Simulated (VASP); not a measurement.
# Sr3InN3 (P6_3/m) in VASP: electric field gradients with PBE

Aim: the electric field gradients of Sr3InN3 with PBE.

Program: VASP 6.6.1. These are calculated values, not measurements. Logs are shortened: lines on timing, memory, paths and dates and some standing lists are left out, and cuts for length are marked.

## Step 1: The cell of the first run

It takes space group P6_3/m (No. 176, hexagonal). Conventional cell: a = 7.849 Å, b = 7.849 Å, c = 5.481 Å, α = 90.00°, β = 90.00°, γ = 120.00°. Within 3.8 Å of Sr (site symmetry m) lie 5 N at 2.62 to 2.88 Å and 3 In at 3.10 to 3.59 Å and 4 Sr at 3.72 Å. Within 2.8 Å of In (site symmetry -6) lie 3 N at 2.14 Å. N (site symmetry m) has 1 In at 2.14 Å and 5 Sr at 2.62 to 2.88 Å within 2.9 Å.

## Step 2: Electric field gradients, PBE

Contents of INCAR:

```
PREC     = Accurate       # precision mode
ENCUT    = 520            # plane-wave cutoff, eV
EDIFF    = 1E-8           # SCF threshold, eV
ISMEAR   = -1             # smearing method
SIGMA    = 0.02           # smearing width, eV
LREAL    = F              # projectors in reciprocal space
LASPH    = T              # aspherical terms in the spheres
NELM     = 100            # most SCF steps
ALGO     = Normal         # electronic algorithm
ISIF     = 2              # what is computed and relaxed
LWAVE    = F              # write WAVECAR
LCHARG   = F              # write CHGCAR
GGA      = PE             # functional
LEFG     = T            
NBANDS   = 71             # bands
```

Contents of KPOINTS:

```
Automatic mesh
0
Gamma
  4 4 5
```

Contents of POSCAR:

```
Sr3InN3
1.0
    7.8489397719      0.0000000000      0.0000000000
   -3.9244698860      6.7973812353      0.0000000000
    0.0000000000      0.0000000000      5.4809590000
Sr In N
6 2 6
Direct
    0.9304920100      0.6512870100      0.2500000000
    0.7207950000      0.0695079900      0.2500000000
    0.3487129900      0.2792050000      0.2500000000
    0.0695079900      0.3487129900      0.7500000000
    0.2792050000      0.9304920100      0.7500000000
    0.6512870100      0.7207950000      0.7500000000
    0.6666666667      0.3333333333      0.7500000000
    0.3333333333      0.6666666667      0.2500000000
    0.9230590100      0.6197030100      0.7500000000
    0.6966440000      0.0769409900      0.7500000000
    0.3802969900      0.3033560000      0.7500000000
    0.0769409900      0.3802969900      0.2500000000
    0.3033560000      0.9230590100      0.2500000000
    0.6197030100      0.6966440000      0.2500000000
```

Potentials or basis: VASP PAW PBE potentials, release 64 (Sr_sv, In_d, N).

Run with:

```sh
$ cat potpaw_PBE.64/Sr_sv/POTCAR potpaw_PBE.64/In_d/POTCAR potpaw_PBE.64/N/POTCAR > POTCAR
$ mpirun -np 1 vasp_std > vasp.out
```

OUTCAR:

```text
PREC = Accurate
   ENCUT = 520
   EDIFF = 1E-8
   ISMEAR = -1
   LREAL = F
   LASPH = T
   NELM = 100
   ISIF = 2
   GGA = PE

 ion  position               nearest neighbor table
   1  0.930  0.651  0.250-  13 2.62  14 2.64   9 2.75   9 2.75  12 2.88   8 3.10   7 3.59   7 3.59
                             5 3.72   5 3.72   6 3.72   6 3.72   3 4.01   2 4.01   4 4.11   4 4.11
   2  0.721  0.070  0.250-  14 2.62  12 2.64  10 2.75  10 2.75  13 2.88   8 3.10   7 3.59   7 3.59
                             4 3.72   4 3.72   6 3.72   6 3.72   3 4.01   1 4.01   5 4.11   5 4.11
   3  0.349  0.279  0.250-  12 2.62  13 2.64  11 2.75  11 2.75  14 2.88   8 3.10   7 3.59   7 3.59
                             4 3.72   4 3.72   5 3.72   5 3.72   1 4.01   2 4.01   6 4.11   6 4.11
   4  0.070  0.349  0.750-  10 2.62  11 2.64  12 2.75  12 2.75   9 2.88   7 3.10   8 3.59   8 3.59
                             2 3.72   2 3.72   3 3.72   3 3.72   6 4.01   5 4.01   1 4.11   1 4.11
   5  0.279  0.930  0.750-  11 2.62   9 2.64  13 2.75  13 2.75  10 2.88   7 3.10   8 3.59   8 3.59
                             1 3.72   1 3.72   3 3.72   3 3.72   6 4.01   4 4.01   2 4.11   2 4.11
   6  0.651  0.721  0.750-   9 2.62  10 2.64  14 2.75  14 2.75  11 2.88   7 3.10   8 3.59   8 3.59
                             1 3.72   1 3.72   2 3.72   2 3.72   4 4.01   5 4.01   3 4.11   3 4.11
   7  0.667  0.333  0.750-  10 2.14   9 2.14  11 2.14   4 3.10   5 3.10   6 3.10   2 3.59   2 3.59
                             1 3.59   1 3.59   3 3.59   3 3.59
   8  0.333  0.667  0.250-  13 2.14  12 2.14  14 2.14   1 3.10   2 3.10   3 3.10   5 3.59   5 3.59
                             4 3.59   4 3.59   6 3.59   6 3.59
   9  0.923  0.620  0.750-   7 2.14   6 2.62   5 2.64   1 2.75   1 2.75   4 2.88
  10  0.697  0.077  0.750-   7 2.14   4 2.62   6 2.64   2 2.75   2 2.75   5 2.88
  11  0.380  0.303  0.750-   7 2.14   5 2.62   4 2.64   3 2.75   3 2.75   6 2.88
  12  0.077  0.380  0.250-   8 2.14   3 2.62   2 2.64   4 2.75   4 2.75   1 2.88
  13  0.303  0.923  0.250-   8 2.14   1 2.62   3 2.64   5 2.75   5 2.75   2 2.88
  14  0.620  0.697  0.250-   8 2.14   2 2.62   1 2.64   6 2.75   6 2.75   3 2.88

  LATTYP: Found a hexagonal cell.
 ALAT       =     7.8489397719
 C/A-ratio  =     0.6983056514

  Lattice vectors:

 A1 = (   7.8489397719,   0.0000000000,   0.0000000000)
 A2 = (  -3.9244698860,   6.7973812353,   0.0000000000)
 A3 = (   0.0000000000,   0.0000000000,   5.4809590000)

Analysis of symmetry for initial positions (statically):
=====================================================================
 Subroutine PRICEL returns:
 Original cell was already a primitive cell.

 Routine SETGRP: Setting up the symmetry group for a
 hexagonal supercell.

 Subroutine GETGRP returns: Found 12 space group operations
 (whereof  6 operations were pure point group operations)
 out of a pool of 24 trial point group operations.

The static configuration has the point symmetry S_6 .
 The point group associated with its full space group is C_6h.

Analysis of symmetry for dynamics (positions and initial velocities):
=====================================================================
 Subroutine PRICEL returns:
 Original cell was already a primitive cell.

 Routine SETGRP: Setting up the symmetry group for a
 hexagonal supercell.

 Subroutine GETGRP returns: Found 12 space group operations
 (whereof  6 operations were pure point group operations)
 out of a pool of 24 trial point group operations.

The dynamic configuration has the point symmetry S_6 .
 The point group associated with its full space group is C_6h.

 Subroutine INISYM returns: Found 12 space group operations
 (whereof  6 operations are pure point group operations),
 and found     1 'primitive' translations

----------------------------------------------------------------------------------------

                                     Primitive cell

  volume of cell :     292.4214

  direct lattice vectors                    reciprocal lattice vectors
     7.848939772  0.000000000  0.000000000     0.127405743  0.073557740  0.000000000
    -3.924469886  6.797381235  0.000000000     0.000000000  0.147115480  0.000000000
     0.000000000  0.000000000  5.480959000     0.000000000  0.000000000  0.182449823

  length of vectors
     7.848939772  7.848939772  5.480959000     0.147115480  0.147115480  0.182449823

  position of ions in fractional coordinates (direct lattice)
     0.930492010  0.651287010  0.250000000
     0.720795000  0.069507990  0.250000000
     0.348712990  0.279205000  0.250000000
     0.069507990  0.348712990  0.750000000
     0.279205000  0.930492010  0.750000000
     0.651287010  0.720795000  0.750000000
     0.666666667  0.333333333  0.750000000
     0.333333333  0.666666667  0.250000000
     0.923059010  0.619703010  0.750000000
     0.696644000  0.076940990  0.750000000
     0.380296990  0.303356000  0.750000000
     0.076940990  0.380296990  0.250000000
     0.303356000  0.923059010  0.250000000
[... 102 lines left out ...]
   GGA     = PE    functional components
   LHFCALC =     F    Hartree Fock is set to
   AEXX    =    0.0000 exact exchange contribution
   IVDW    =     0    specifies the selected vdW correction
   LEPSILON=     F    determine dielectric tensor
   LRPA    =     F    only Hartree local field effects (RPA)
 non-spin polarized calculation
  energy-cutoff  :      520.00
  volume of cell :      292.42
 maximum number of plane-waves:      7888
 NGX is ok and might be reduce to    60
   NGX = 29   NGY = 29   NGZ = 21

 number of electron     116.0000005 magnetization

 Free energy of the ion-electron system (eV)
  ---------------------------------------------------
  ext. energy  EPLUGINS =         0.00000000
  ---------------------------------------------------
  free energy    TOTEN  =       -71.01889491 eV

  energy without entropy =      -71.01888585  energy(sigma->0) =      -71.01889038

 E-fermi :   3.1686     XC(G=0):  -9.4644

 val. band max:        2.9932261158   @ k =   0.5000   0.0000   0.0000
 cond. band min:       3.3067681652   @ k =   0.0000   0.0000   0.0000
 fundamental gap:      0.3135420494
 Fermi energy:         3.1685572279

 k-point     1 :       0.0000    0.0000    0.0000
  band No.  band energies     occupation
      1     -30.8179      2.00000
      2     -30.7782      2.00000
      3     -30.7782      2.00000
      4     -30.7561      2.00000
      5     -30.7561      2.00000
      6     -30.7448      2.00000
[... 865 lines left out ...]
     69       8.3034      0.00000
     70       8.4008      0.00000
 [bands above 70 left out]

------------------------ aborting loop because EDIFF is reached ----------------------------------------

  FORCE on cell =-STRESS in cart. coord.  units (eV):
  Direction    XX          YY          ZZ          XY          YZ          ZX
  --------------------------------------------------------------------------------------
  -------------------------------------------------------------------------------------
  Total       -0.1024226     -0.1024226     -0.0490584     -0.0000001      0.0000000      0.0000000
  in kB       -0.5611736     -0.5611736     -0.2687910     -0.0000005      0.0000000      0.0000000
  external PRESSURE =      -0.4637128 kB  Pullay stress =       0.0000000 kB

 VOLUME and BASIS-vectors are now :
 -----------------------------------------------------------------------------
  energy-cutoff  :      520.00
  volume of cell :      292.42
      direct lattice vectors                 reciprocal lattice vectors
     7.848939772  0.000000000  0.000000000     0.127405743  0.073557740  0.000000000
    -3.924469886  6.797381235  0.000000000     0.000000000  0.147115480  0.000000000
     0.000000000  0.000000000  5.480959000     0.000000000  0.000000000  0.182449823

 POSITION                                       TOTAL-FORCE (eV/Angst)
 -----------------------------------------------------------------------------------
      4.74742      4.42705      1.37024         0.000901     -0.001286      0.000000
      5.38469      0.47247      1.37024        -0.001564     -0.000137      0.000000
      1.64130      1.89786      1.37024         0.000664      0.001423      0.000000
     -0.82295      2.37034      4.11072        -0.000901      0.001286     -0.000000
     -1.46022      6.32491      4.11072         0.001564      0.000137      0.000000
      2.28317      4.89952      4.11072        -0.000664     -0.001423     -0.000000
      3.92447      2.26579      4.11072         0.000000     -0.000000     -0.000000
     -0.00000      4.53159      1.37024         0.000000     -0.000000     -0.000000
      4.81303      4.21236      4.11072        -0.001716     -0.006351      0.000000
      5.16596      0.52300      4.11072        -0.004642      0.004661     -0.000000
      1.79442      2.06203      4.11072         0.006358      0.001690      0.000000
     -0.88856      2.58502      1.37024         0.001716      0.006351     -0.000000
     -1.24149      6.27438      1.37024         0.004642     -0.004661      0.000000
      2.13005      4.73535      1.37024        -0.006358     -0.001690     -0.000000
 -----------------------------------------------------------------------------------
    total drift:                               -0.000001      0.000001     -0.000000

  FREE ENERGIE OF THE ION-ELECTRON SYSTEM (eV)
  ---------------------------------------------------
  free  energy   TOTEN  =       -71.0188949068 eV

  energy  without entropy=      -71.0188858484  energy(sigma->0) =      -71.01889038

 Electric field gradients (V/A^2)
---------------------------------------------------------------------
 ion       V_xx      V_yy      V_zz      V_xy      V_xz      V_yz
---------------------------------------------------------------------
   1     -42.118    90.691   -48.573    -6.820     0.000    -0.000
   2      63.395   -14.822   -48.573   -54.098     0.000    -0.000
   3      51.583    -3.010   -48.573    60.918    -0.000     0.000
   4     -42.118    90.691   -48.573    -6.820    -0.000     0.000
   5      63.395   -14.822   -48.573   -54.098    -0.000     0.000
   6      51.583    -3.010   -48.573    60.918     0.000    -0.000
   7    -130.788  -130.792   261.581    -0.004     0.000    -0.000
   8    -130.788  -130.792   261.581    -0.004    -0.000     0.000
   9     -20.486    38.054   -17.568    24.716     0.000    -0.000
  10       2.015    15.554   -17.569   -37.708     0.000     0.000
  11      44.825   -27.257   -17.569    12.991    -0.000     0.000
  12     -20.486    38.054   -17.568    24.716    -0.000     0.000
  13       2.015    15.554   -17.569   -37.708    -0.000    -0.000
  14      44.825   -27.257   -17.569    12.991     0.000    -0.000
---------------------------------------------------------------------

 Electric field gradients after diagonalization (V/A^2)
 (convention: |V_zz| > |V_xx| > |V_yy|)
----------------------------------------------------------------------
 ion       V_xx      V_yy      V_zz     asymmetry (V_yy - V_xx)/ V_zz
----------------------------------------------------------------------
   1     -48.573   -42.467    91.040       0.067
   2     -48.573   -42.467    91.040       0.067
   3     -48.573   -42.467    91.040       0.067
   4     -48.573   -42.467    91.040       0.067
   5     -48.573   -42.467    91.040       0.067
   6     -48.573   -42.467    91.040       0.067
   7    -130.795  -130.786   261.581       0.000
   8    -130.795  -130.786   261.581       0.000
   9     -29.526   -17.568    47.094       0.254
  10     -29.526   -17.569    47.095       0.254
  11     -29.526   -17.569    47.095       0.254
  12     -29.526   -17.568    47.094       0.254
  13     -29.526   -17.569    47.095       0.254
  14     -29.526   -17.569    47.095       0.254
----------------------------------------------------------------------

           NMR quadrupolar parameters

 Cq : quadrupolar parameter    Cq=e*Q*V_zz/h
 eta: asymmetry parameters     (V_yy - V_xx)/ V_zz
 Q  : nuclear electric quadrupole moment in mb (millibarn)
----------------------------------------------------------------------
 ion       Cq(MHz)       eta       Q (mb)
----------------------------------------------------------------------
   1       0.220       0.067       1.000
   2       0.220       0.067       1.000
   3       0.220       0.067       1.000
   4       0.220       0.067       1.000
   5       0.220       0.067       1.000
   6       0.220       0.067       1.000
   7       0.632       0.000       1.000
   8       0.632       0.000       1.000
   9       0.114       0.254       1.000
  10       0.114       0.254       1.000
  11       0.114       0.254       1.000
  12       0.114       0.254       1.000
  13       0.114       0.254       1.000
  14       0.114       0.254       1.000
----------------------------------------------------------------------
```

Wall time 4.1 min (1 thread of Intel Xeon 6975P-C (Granite Rapids), shared host); peak memory 0.5 GiB.

Results:

- Free energy: -71.0189 eV
- Pressure: 0.0 GPa
- Largest force: 0.007 eV/Å
- Band gap on the k mesh: 0.31 eV (least direct gap 0.46 eV)
- Largest electric field gradient by atom: Sr +91.0; In +261.6; N +47.1 V/Å²

Forces on the atoms (eV/Å):
```
Sr   0.001 -0.001  0.000
Sr  -0.002  0.000  0.000
Sr   0.001  0.001  0.000
Sr  -0.001  0.001  0.000
Sr   0.002  0.000  0.000
Sr  -0.001 -0.001  0.000
In   0.000  0.000  0.000
In   0.000  0.000  0.000
N   -0.002 -0.006  0.000
N   -0.005  0.005  0.000
N    0.006  0.002  0.000
N    0.002  0.006  0.000
N    0.005 -0.005  0.000
N   -0.006 -0.002  0.000
```

Levels at points of the mesh, in eV from the valence-band top:
| k point | band 55 | band 56 | band 57 | band 58 | band 59 | band 60 | band 61 | band 62 |
| --- | --- | --- | --- | --- | --- | --- | --- | --- |
| (0.00, 0.00, 0.00) | -0.43 | -0.24 | -0.15 | -0.15 | 0.31 | 1.79 | 1.80 | 2.04 |
| (0.50, 0.00, 0.00) | -0.27 | -0.19 | -0.05 | 0.00 | 1.79 | 2.05 | 2.19 | 2.25 |

Electric field gradients, principal values (V/Å²):
```csv
atom,least,middle,greatest (by size)
1 Sr,-42.467,-48.573,91.040
2 Sr,-42.467,-48.573,91.040
3 Sr,-42.467,-48.573,91.040
4 Sr,-42.467,-48.573,91.040
5 Sr,-42.467,-48.573,91.040
6 Sr,-42.467,-48.573,91.040
7 In,-130.786,-130.795,261.581
8 In,-130.786,-130.795,261.581
9 N,-17.568,-29.526,47.094
10 N,-17.569,-29.526,47.095
11 N,-17.569,-29.526,47.095
12 N,-17.568,-29.526,47.094
13 N,-17.569,-29.526,47.095
14 N,-17.569,-29.526,47.095
```

Caveat: semilocal functionals underestimate gaps, and a narrow one can read as zero; without QUAD_EFG the Cq values of the log hold for a quadrupole moment of 1 mb, not for the nuclei; spin-orbit coupling is left out, which moves the levels of the heavy elements. A k mesh can miss the band edges.
